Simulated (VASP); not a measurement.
Crystal: SrCo2.

```
Sr Co
1.0
    -2.02112    2.02112    4.11282
     2.02112   -2.02112    4.11282
     2.02112    2.02112   -4.11282
Sr Co
1 2
Direct
  0.00000 0.00000 0.00000
  0.63507 0.63507 0.00000
  0.36493 0.36493 0.00000
```

```yaml
Program: VASP 6.6.1
Task: relaxation of cell and atoms
Functional: PBE
Potentials_or_basis: VASP PAW PBE potentials, release 64 (Sr_sv, Co)
Cutoff: 600 eV
k_mesh: 16 × 16 × 16
Occupations: gaussian, width 0.1 eV
Spin: collinear spin, ferromagnetic start
Starting_moments: "[0.0, 1.98, 1.98] μB"
```

At the start: pressure 0.3 GPa; volume 22.40 Å³/atom.

Q: How do energy, volume and symmetry change on relaxing?

A: Over 24 steps the energy falls by 3.4 meV/atom and the volume is 22.69 Å³/atom (+1.3 %); space group I4/mmm (No. 139, to 0.1 Å) before and after; moment 3.44 μB per cell.

Step by step:
```tsv
step	energy change (eV)	largest force (eV/Å)	pressure (GPa)	volume (Å³)
1	0.0000	0.0381	0.26	67.20
2	-0.0096	0.0475	0.13	67.56
3	-0.0095	0.0680	-0.15	68.26
4	-0.0097	0.0396	-0.23	68.39
5	-0.0098	0.0267	-0.11	68.44
6	-0.0097	0.0037	-0.20	68.55
7	-0.0097	0.0196	-0.38	68.49
8	-0.0098	0.0304	-0.04	68.31
9	-0.0099	0.0090	0.08	68.38
10	-0.0099	0.0024	-0.07	68.41
11	-0.0099	0.0067	-0.16	68.40
12	-0.0099	0.0101	-0.17	68.39
13	-0.0099	0.0103	-0.15	68.39
14	-0.0099	0.0104	-0.13	68.38
15	-0.0099	0.0045	-0.27	68.33
16	-0.0100	0.0089	-0.10	68.16
17	-0.0100	0.0112	-0.14	68.14
18	-0.0100	0.0142	-0.21	68.09
19	-0.0100	0.0214	0.00	68.00
20	-0.0100	0.0155	0.08	68.05
21	-0.0100	0.0132	0.01	68.08
22	-0.0100	0.0127	-0.01	68.09
23	-0.0101	0.0040	-0.06	68.07
24	-0.0101	0.0053	-0.03	68.06
```

Final structure:
```
CELL_PARAMETERS angstrom
-2.03061 2.03061 4.12620
2.03061 -2.03061 4.12620
2.03061 2.03061 -4.12620
ATOMIC_POSITIONS crystal
Sr 0.00000 0.00000 0.00000
Co 0.63375 0.63375 0.00000
Co 0.36625 0.36625 0.00000
```
